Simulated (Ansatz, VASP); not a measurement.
# K3Ge in VASP and in Ansatz

Contents of INCAR:

```
SYSTEM = K3Ge
ALGO     = Fast           ! electronic algorithm
EDIFF    = 1E-6           ! SCF threshold, eV
EDIFFG   = -0.01          ! ionic threshold
ENCUT    = 600            ! plane-wave cutoff, eV
GGA      = PE             ! functional
IBRION   = 2              ! ionic algorithm
ISIF     = 3              ! what is computed and relaxed
ISMEAR   = 0              ! smearing method
LASPH    = .TRUE.         ! aspherical terms in the spheres
LCHARG   = .FALSE.        ! write CHGCAR
LREAL    = .FALSE.        ! projectors in reciprocal space
LWAVE    = .FALSE.        ! write WAVECAR
NELM     = 60             ! most SCF steps
NSW      = 100            ! ionic steps
PREC     = Accurate       ! precision mode
SIGMA    = 0.1            ! smearing width, eV
```

The input KPOINTS:

```
k-points
0
G
  10 10 10
  0 0 0
```

Contents of POSCAR:

```
K3Ge
1.0
    0.0000000000      4.3110110000      4.3110110000
    4.3110110000      0.0000000000      4.3110110000
    4.3110110000      4.3110110000      0.0000000000
K Ge
3 1
Direct
    0.2500000000      0.2500000000      0.2500000000
    0.7500000000      0.7500000000      0.7500000000
    0.5000000000      0.5000000000      0.5000000000
    0.0000000000      0.0000000000      0.0000000000
```

Input for Ansatz:

```yaml
crystal:
  lattice:
    - [0.0, 4.311011, 4.311011]
    - [4.311011, 0.0, 4.311011]
    - [4.311011, 4.311011, 0.0]
  atoms:
    - { symbol: K, position: [0.25, 0.25, 0.25] }
    - { symbol: K, position: [0.75, 0.75, 0.75] }
    - { symbol: K, position: [0.5, 0.5, 0.5] }
    - { symbol: Ge, position: [0.0, 0.0, 0.0] }
basis:
  ecutwfc: 420
kpoints:
  mp_grid: { grid: [10, 10, 10] }
hamiltonian:
  xc: pbe
scf:
  occupations: { method: gaussian, width: 0.1 }
output:
  forces: true
  stress: true
  eigenvalues: true
relax:
  adjacent_minimum: "off"
  f_tol: 0.01
  max_steps: 80
  cell: { stress_tol: 0.05 }
```

Alike in both runs: task relaxation of cell and atoms; functional PBE; k mesh 10 × 10 × 10; occupations gaussian, width 0.1 eV; no spin polarisation.

|  | VASP | Ansatz |
| --- | --- | --- |
| version | VASP 6.6.1 | Ansatz 0.2.0 |
| potentials or method | VASP PAW PBE potentials, release 64 (K_sv, Ge_d), cutoff 600 eV | scalar-relativistic, plane waves, PAW |
| valence electrons in the cell | 41 | 41 |

|  | VASP | Ansatz | Ansatz less VASP |
| --- | --- | --- | --- |
| gap on the k mesh at the Fermi level, each at its own relaxed structure (eV) | none | none | - |
| relaxed volume (Å³/atom) | 40.20 | 40.13 | -0.068 |
| relaxed cell length with the largest relative difference (Å) | 6.104 | 6.100 | -0.0034 |

A gap of «none» marks a metal or a gap that the smearing closes.
